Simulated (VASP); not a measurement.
# Zr (P6_3/mmc) in VASP: notebook

Runs on Zr. Level: LDA. Tasks: electric field gradients.

Program: VASP 6.6.1. These are calculated values, not measurements. Logs are shortened: lines on timing, memory, paths and dates and some standing lists are left out, and cuts for length are marked.

## 1. The cell of the first run

It takes space group P6_3/mmc (No. 194, hexagonal). The conventional cell has a = 3.166 Å, b = 3.166 Å, c = 5.042 Å, α = 90.00°, β = 90.00°, γ = 120.00°. Within 4.1 Å of Zr (site symmetry -6m2) lie 12 Zr at 3.11 to 3.17 Å.

## 2. Electric field gradients, LDA (21.88 Å³/atom)

INCAR

```
ALGO = Normal ; EDIFF = 1E-8
ENCUT = 520 ; GGA = CA
ISIF = 2 ; ISMEAR = -1
LASPH = T ; LCHARG = F
LEFG = T ; LREAL = F
LWAVE = F ; NBANDS = 19
NELM = 100 ; PREC = Accurate
SIGMA = 0.03
```

KPOINTS

```
k-points
0
Gamma
  13 13 7
```

POSCAR

```
Zr
1.0
    3.1660205622      0.0000000000      0.0000000000
   -1.5830102810      2.7418542357      0.0000000000
    0.0000000000      0.0000000000      5.0419297016
Zr
2
Direct
    0.3333333333      0.6666666667      0.2500000000
    0.6666666667      0.3333333333      0.7500000000
```

Potentials or basis: VASP PAW LDA potentials, release 64 (Zr_sv).

Started as:

```console
> cat potpaw_LDA.64/Zr_sv/POTCAR > POTCAR
> mpirun -np 1 vasp_std > vasp.out
```

OUTCAR:

```text
EDIFF = 1E-8
   ENCUT = 520
   GGA = CA
   ISIF = 2
   ISMEAR = -1
   LASPH = T
   LREAL = F
   NELM = 100
   PREC = Accurate

 ion  position               nearest neighbor table
   1  0.333  0.667  0.250-   2 3.11   2 3.11   2 3.11   2 3.11   2 3.11   2 3.11
   2  0.667  0.333  0.750-   1 3.11   1 3.11   1 3.11   1 3.11   1 3.11   1 3.11

  LATTYP: Found a hexagonal cell.
 ALAT       =     3.1660205622
 C/A-ratio  =     1.5925132521

  Lattice vectors:

 A1 = (   3.1660205622,   0.0000000000,   0.0000000000)
 A2 = (  -1.5830102810,   2.7418542357,   0.0000000000)
 A3 = (   0.0000000000,   0.0000000000,   5.0419297016)

Analysis of symmetry for initial positions (statically):
=====================================================================
 Subroutine PRICEL returns:
 Original cell was already a primitive cell.

 Routine SETGRP: Setting up the symmetry group for a
 hexagonal supercell.

 Subroutine GETGRP returns: Found 24 space group operations
 (whereof 12 operations were pure point group operations)
 out of a pool of 24 trial point group operations.

The static configuration has the point symmetry D_3d.
 The point group associated with its full space group is D_6h.

Analysis of symmetry for dynamics (positions and initial velocities):
=====================================================================
 Subroutine PRICEL returns:
 Original cell was already a primitive cell.

 Routine SETGRP: Setting up the symmetry group for a
 hexagonal supercell.

 Subroutine GETGRP returns: Found 24 space group operations
 (whereof 12 operations were pure point group operations)
 out of a pool of 24 trial point group operations.

The dynamic configuration has the point symmetry D_3d.
 The point group associated with its full space group is D_6h.

 Subroutine INISYM returns: Found 24 space group operations
 (whereof 12 operations are pure point group operations),
 and found     1 'primitive' translations

----------------------------------------------------------------------------------------

                                     Primitive cell

  volume of cell :      43.7678

  direct lattice vectors                    reciprocal lattice vectors
     3.166020562  0.000000000  0.000000000     0.315853918  0.182358345  0.000000000
    -1.583010281  2.741854236  0.000000000     0.000000000  0.364716690  0.000000000
     0.000000000  0.000000000  5.041929702     0.000000000  0.000000000  0.198336760

  length of vectors
     3.166020562  3.166020562  5.041929702     0.364716690  0.364716690  0.198336760

  position of ions in fractional coordinates (direct lattice)
     0.333333333  0.666666667  0.250000000
     0.666666667  0.333333333  0.750000000

  ion indices of the primitive-cell ions
   primitive index   ion index
                 1           1
                 2           2

----------------------------------------------------------------------------------------

 KPOINTS: k-points

Automatic generation of k-mesh.
 Grid dimensions read from file:
 generate k-points for:   13   13    7

 Generating k-lattice:

  Cartesian coordinates                     Fractional coordinates (reciprocal lattice)
     0.024296455  0.014027565  0.000000000     0.076923077 -0.000000000  0.000000000
     0.000000000  0.028055130  0.000000000     0.000000000  0.076923077  0.000000000
     0.000000000  0.000000000  0.028333823     0.000000000  0.000000000  0.142857143

  Length of vectors
     0.028055130  0.028055130  0.028333823

  Shift w.r.t. Gamma in fractional coordinates (k-lattice)
     0.000000000  0.000000000  0.000000000

 Subroutine IBZKPT returns following result:
 ===========================================

 Found     84 irreducible k-points:

 Following reciprocal coordinates:
            Coordinates               Weight
  0.000000  0.000000  0.000000      1.000000
  0.076923  0.000000  0.000000      6.000000
  0.153846  0.000000  0.000000      6.000000
  0.230769  0.000000  0.000000      6.000000
  0.307692  0.000000  0.000000      6.000000
  0.384615 -0.000000  0.000000      6.000000
[... 16 lines left out ...]
  0.076923  0.000000  0.142857     12.000000
  0.153846  0.000000  0.142857     12.000000
 [... further k-points ...]
   k-points           NKPTS =     84   k-points in BZ     NKDIM =     84   number of bands    NBANDS=     19
   number of dos      NEDOS =    301   number of ions     NIONS =      2
   total plane-waves  NPLWV =  23040
   dimension x,y,z NGX =    24 NGY =   24 NGZ =   40
   dimension x,y,z NGXF=    48 NGYF=   48 NGZF=   80
   ions per type =               2
   NGX,Y,Z   is equivalent  to a cutoff of  12.60, 12.60, 13.19 a.u.
   NGXF,Y,Z  is equivalent  to a cutoff of  25.20, 25.20, 26.38 a.u.
 SYSTEM =  unknown system
   PREC   = accura    normal or accurate (medium, high low for compatibility)
   ISTART =      0    job   : 0-new  1-cont  2-samecut
   ICHARG =      2    charge: 1-file 2-atom 10-const
   ISPIN  =      1    spin polarized calculation?
   LNONCOLLINEAR =      F non collinear calculations
   LSORBIT =      F    spin-orbit coupling
   LASPH  =      T    aspherical Exc in radial PAW
   ENCUT  =  520.0 eV  38.22 Ry    6.18 a.u.   5.89  5.89  9.37*2*pi/ulx,y,z
   NELM   =    100;   NELMIN=  2; NELMDL= -5     # of ELM steps
   EDIFF  = 0.1E-07   stopping-criterion for ELM
   LREAL  =      F    real-space projection
   EDIFFG = 0.1E-06   stopping-criterion for IOM
   NSW    =      0    number of steps for IOM
   IBRION =     -1    ionic relax: 0-MD 1-quasi-New 2-CG
   NFREE  =      0    steps in history (QN), initial steepest desc. (CG)
   ISIF   =      2    stress and relaxation
   ISYM   =      2    0-nonsym 1-usesym 2-fastsym
   POTIM  = 0.5000    time-step for ionic-motion
   TEBEG  =    0.0;   TEEND  =   0.0 temperature during run
   PSTRESS=    0.0 pullay stress
   NELECT =      24.0000    total number of electrons
   NUPDOWN=      -1.0000    fix difference up-down
   EMIN   =  10.00;   EMAX   =-10.00  energy-range for DOS
   EFERMI =   0.00;   METHOD = LEGACY
   ISMEAR =    -1;   SIGMA  =   0.03  broadening in eV -4-tet -1-fermi 0-gaus
   EFERMI_NEDOS =   21; number of points for ismear=-14 and -15
   IALGO  =     38    algorithm
   IMIX   =      4    mixing-type and parameters
     AMIX     =   0.40;   BMIX     =  1.00
     AMIX_MAG =   1.60;   BMIX_MAG =  1.00
  volume/ion in A,a.u.               =      21.88       147.68
  Fermi-wavevector in a.u.,A,eV,Ry     =   1.339966  2.532168 24.429363  1.795508
  Thomas-Fermi vector in A             =   2.468316
   LORBIT       =      0    0 simple, 1 ext, 2 COOP (PROOUT), +10 PAW based schemes
   GGA     = CA    functional components
   LHFCALC =     F    Hartree Fock is set to
   AEXX    =    0.0000 exact exchange contribution
   IVDW    =     0    specifies the selected vdW correction
   LEPSILON=     F    determine dielectric tensor
   LRPA    =     F    only Hartree local field effects (RPA)
 non-spin polarized calculation
  energy-cutoff  :      520.00
  volume of cell :       43.77
 maximum number of plane-waves:      1194
 NGX is ok and might be reduce to    24
   NGX = 11   NGY = 11   NGZ = 19

 number of electron      23.9999999 magnetization

 Free energy of the ion-electron system (eV)
  ---------------------------------------------------
  ext. energy  EPLUGINS =         0.00000000
  ---------------------------------------------------
  free energy    TOTEN  =       -18.58354529 eV

  energy without entropy =      -18.57658776  energy(sigma->0) =      -18.58006652

 E-fermi :   9.5145     XC(G=0): -11.5789

 val. band max:        9.5074873140   @ k =   0.2308   0.1538   0.4286
 cond. band min:       9.5500401582   @ k =   0.0769   0.0000   0.2857
 fundamental gap:      0.0425528442
 Fermi energy:         9.5145129500

 k-point     1 :       0.0000    0.0000    0.0000
  band No.  band energies     occupation
      1     -38.9509      2.00000
      2     -38.7462      2.00000
      3     -17.7482      2.00000
      4     -16.6760      2.00000
      5     -16.6760      2.00000
      6     -16.5026      2.00000
[... 11 lines left out ...]
     18      11.7035      0.00000
     19      14.2044      0.00000

 k-point     2 :       0.0769    0.0000    0.0000
  band No.  band energies     occupation
      1     -38.9420      2.00000
      2     -38.7425      2.00000
      3     -17.7259      2.00000
      4     -16.7263      2.00000
      5     -16.6925      2.00000
      6     -16.5547      2.00000
[... 11 lines left out ...]
     18      11.5455      0.00000
     19      14.3259      0.00000

 k-point     3 :       0.1538    0.0000    0.0000
  band No.  band energies     occupation
      1     -38.9169      2.00000
      2     -38.7326      2.00000
      3     -17.6616      2.00000
      4     -16.8652      2.00000
      5     -16.7366      2.00000
      6     -16.6953      2.00000
[... 11 lines left out ...]
     18      11.7039      0.00000
     19      14.5871      0.00000

 k-point     4 :       0.2308    0.0000    0.0000
  band No.  band energies     occupation
      1     -38.8801      2.00000
      2     -38.7198      2.00000
      3     -17.5627      2.00000
      4     -17.0602      2.00000
      5     -16.8848      2.00000
      6     -16.7958      2.00000
[... 11 lines left out ...]
     18      12.4241      0.00000
     19      14.8416      0.00000

 k-point     5 :       0.3077    0.0000    0.0000
  band No.  band energies     occupation
      1     -38.8381      2.00000
      2     -38.7087      2.00000
      3     -17.4417      2.00000
      4     -17.2654      2.00000
      5     -17.0765      2.00000
      6     -16.8559      2.00000
[... 11 lines left out ...]
     18      13.3287      0.00000
     19      15.0249      0.00000
[... 334 lines left out ...]
      2     -38.7143      2.00000
      3     -17.3835      2.00000
      4     -17.2149      2.00000
      5     -17.1498      2.00000
      6     -17.0591      2.00000
[... 11 lines left out ...]
     18      14.5429      0.00000
     19      16.3706      0.00000

 k-point    22 :       0.0000    0.0000    0.1429
  band No.  band energies     occupation
      1     -38.9410      2.00000
      2     -38.7566      2.00000
      3     -17.6909      2.00000
      4     -16.6675      2.00000
      5     -16.6675      2.00000
      6     -16.5690      2.00000
[... 11 lines left out ...]
     18      11.9844      0.00000
     19      14.2633      0.00000

 k-point    23 :       0.0769    0.0000    0.1429
  band No.  band energies     occupation
      1     -38.9324      2.00000
      2     -38.7526      2.00000
      3     -17.6713      2.00000
      4     -16.7164      2.00000
      5     -16.6835      2.00000
      6     -16.6113      2.00000
[... 11 lines left out ...]
     18      11.8921      0.00000
     19      14.3617      0.00000

 k-point    24 :       0.1538    0.0000    0.1429
  band No.  band energies     occupation
      1     -38.9080      2.00000
      2     -38.7419      2.00000
      3     -17.6162      2.00000
      4     -16.8513      2.00000
      5     -16.7433      2.00000
      6     -16.7264      2.00000
[... 11 lines left out ...]
     18      11.8931      0.00000
     19      14.5682      0.00000

 [... further k-points ...]
[... 5 lines left out ...]
  --------------------------------------------------------------------------------------
  -------------------------------------------------------------------------------------
  Total       -0.1868344     -0.1868344      0.1427143     -0.0000000     -0.0000000      0.0000000
  in kB       -6.8393154     -6.8393154      5.2242407     -0.0000000     -0.0000000      0.0000000
  external PRESSURE =      -2.8181300 kB  Pullay stress =       0.0000000 kB

 VOLUME and BASIS-vectors are now :
 -----------------------------------------------------------------------------
  energy-cutoff  :      520.00
  volume of cell :       43.77
      direct lattice vectors                 reciprocal lattice vectors
     3.166020562  0.000000000  0.000000000     0.315853918  0.182358345  0.000000000
    -1.583010281  2.741854236  0.000000000     0.000000000  0.364716690  0.000000000
     0.000000000  0.000000000  5.041929702     0.000000000  0.000000000  0.198336760

 POSITION                                       TOTAL-FORCE (eV/Angst)
 -----------------------------------------------------------------------------------
     -0.00000      1.82790      1.26048        -0.000000     -0.000000      0.000000
      1.58301      0.91395      3.78145         0.000000      0.000000      0.000000
 -----------------------------------------------------------------------------------
    total drift:                               -0.000000      0.000000     -0.000000

  FREE ENERGIE OF THE ION-ELECTRON SYSTEM (eV)
  ---------------------------------------------------
  free  energy   TOTEN  =       -18.5835452889 eV

  energy  without entropy=      -18.5765877588  energy(sigma->0) =      -18.58006652

 Electric field gradients (V/A^2)
---------------------------------------------------------------------
 ion       V_xx      V_yy      V_zz      V_xy      V_xz      V_yz
---------------------------------------------------------------------
   1     -25.020   -25.020    50.040    -0.000     0.000    -0.000
   2     -25.020   -25.020    50.040    -0.000    -0.000     0.000
---------------------------------------------------------------------

 Electric field gradients after diagonalization (V/A^2)
 (convention: |V_zz| > |V_xx| > |V_yy|)
----------------------------------------------------------------------
 ion       V_xx      V_yy      V_zz     asymmetry (V_yy - V_xx)/ V_zz
----------------------------------------------------------------------
   1     -25.020   -25.020    50.040       0.000
   2     -25.020   -25.020    50.040       0.000
----------------------------------------------------------------------

           NMR quadrupolar parameters

 Cq : quadrupolar parameter    Cq=e*Q*V_zz/h
 eta: asymmetry parameters     (V_yy - V_xx)/ V_zz
 Q  : nuclear electric quadrupole moment in mb (millibarn)
----------------------------------------------------------------------
 ion       Cq(MHz)       eta       Q (mb)
----------------------------------------------------------------------
   1       0.121       0.000       1.000
   2       0.121       0.000       1.000
----------------------------------------------------------------------
```

Wall time 23 s (1 thread of Intel Xeon 6975P-C (Granite Rapids), shared host); peak memory 0.17 GiB.

Results:

| Property | Result |
| --- | --- |
| Free energy | -18.5835 eV |
| Pressure | -0.3 GPa |
| Band gap on the k mesh | zero (bands 12 and 13 overlap by 1.17 eV) |
| Largest electric field gradient by atom | Zr +50.0 V/Å² |

Electric field gradients, principal values (V/Å²):
| atom | least | middle | greatest (by size) |
| --- | --- | --- | --- |
| 1 Zr | -25.020 | -25.020 | 50.040 |
| 2 Zr | -25.020 | -25.020 | 50.040 |

Caveat: without QUAD_EFG the Cq values of the log hold for a quadrupole moment of 1 mb, not for the nuclei.

## 3. Electric field gradients, LDA (21.88 Å³/atom)

INCAR

```
SYSTEM = Zr
ALGO = Normal
EDIFF = 1E-8
ENCUT = 520
ISIF = 2
ISMEAR = -1
LASPH = .TRUE.
LCHARG = .FALSE.
LEFG = .TRUE.
LREAL = .FALSE.
LWAVE = .FALSE.
NBANDS = 19
NELM = 60
PREC = Accurate
SIGMA = 0.03
```

KPOINTS

```
k-points
0
G
  13 13 7
  0 0 0
```

POSCAR is that of step 2.

Potentials or basis: VASP PAW LDA potentials, release 64 (Zr_sv).

Started as:

```console
> cat potpaw_LDA.64/Zr_sv/POTCAR > POTCAR
> mpirun -np 1 vasp_std > vasp.out
```

OUTCAR:

```text
SYSTEM = Zr
   EDIFF = 1E-8
   ENCUT = 520
   ISIF = 2
   ISMEAR = -1
   LASPH = .TRUE.
   LREAL = .FALSE.
   NELM = 60
   PREC = Accurate

 ion  position               nearest neighbor table
   1  0.333  0.667  0.250-   2 3.11   2 3.11   2 3.11   2 3.11   2 3.11   2 3.11
   2  0.667  0.333  0.750-   1 3.11   1 3.11   1 3.11   1 3.11   1 3.11   1 3.11

  LATTYP: Found a hexagonal cell.
 ALAT       =     3.1660205622
 C/A-ratio  =     1.5925132521

  Lattice vectors:

 A1 = (   3.1660205622,   0.0000000000,   0.0000000000)
 A2 = (  -1.5830102810,   2.7418542357,   0.0000000000)
 A3 = (   0.0000000000,   0.0000000000,   5.0419297016)
[... 742 lines left out ...]
  free  energy   TOTEN  =       -18.5835452889 eV

  energy  without entropy=      -18.5765877588  energy(sigma->0) =      -18.58006652

 Electric field gradients (V/A^2)
---------------------------------------------------------------------
 ion       V_xx      V_yy      V_zz      V_xy      V_xz      V_yz
---------------------------------------------------------------------
   1     -25.020   -25.020    50.040    -0.000     0.000    -0.000
   2     -25.020   -25.020    50.040    -0.000    -0.000     0.000
---------------------------------------------------------------------

 Electric field gradients after diagonalization (V/A^2)
 (convention: |V_zz| > |V_xx| > |V_yy|)
----------------------------------------------------------------------
 ion       V_xx      V_yy      V_zz     asymmetry (V_yy - V_xx)/ V_zz
----------------------------------------------------------------------
   1     -25.020   -25.020    50.040       0.000
   2     -25.020   -25.020    50.040       0.000
----------------------------------------------------------------------

           NMR quadrupolar parameters

 Cq : quadrupolar parameter    Cq=e*Q*V_zz/h
 eta: asymmetry parameters     (V_yy - V_xx)/ V_zz
 Q  : nuclear electric quadrupole moment in mb (millibarn)
----------------------------------------------------------------------
 ion       Cq(MHz)       eta       Q (mb)
----------------------------------------------------------------------
   1       0.121       0.000       1.000
   2       0.121       0.000       1.000
----------------------------------------------------------------------
```

Wall time 24 s (1 thread of Intel Xeon 6975P-C (Granite Rapids), shared host); peak memory 0.17 GiB.

Results:

```
Free energy                             : -18.5835 eV
Pressure                                : -0.3 GPa
Band gap on the k mesh                  : zero (bands 12 and 13 overlap by 1.17 eV)
Largest electric field gradient by atom : Zr +50.0 V/Å²
```

Levels at points of the mesh, in eV from the Fermi level:
```
           k point  band 10  band 11  band 12  band 13  band 14  band 15
(0.00, 0.00, 0.00)    -3.22     0.82     0.82     0.99     1.50     1.57
```

Electric field gradients, principal values (V/Å²):
```
atom    least   middle  greatest (by size)
1 Zr  -25.020  -25.020              50.040
2 Zr  -25.020  -25.020              50.040
```

Caveat: without QUAD_EFG the Cq values of the log hold for a quadrupole moment of 1 mb, not for the nuclei.

[end of part 1 of 3]
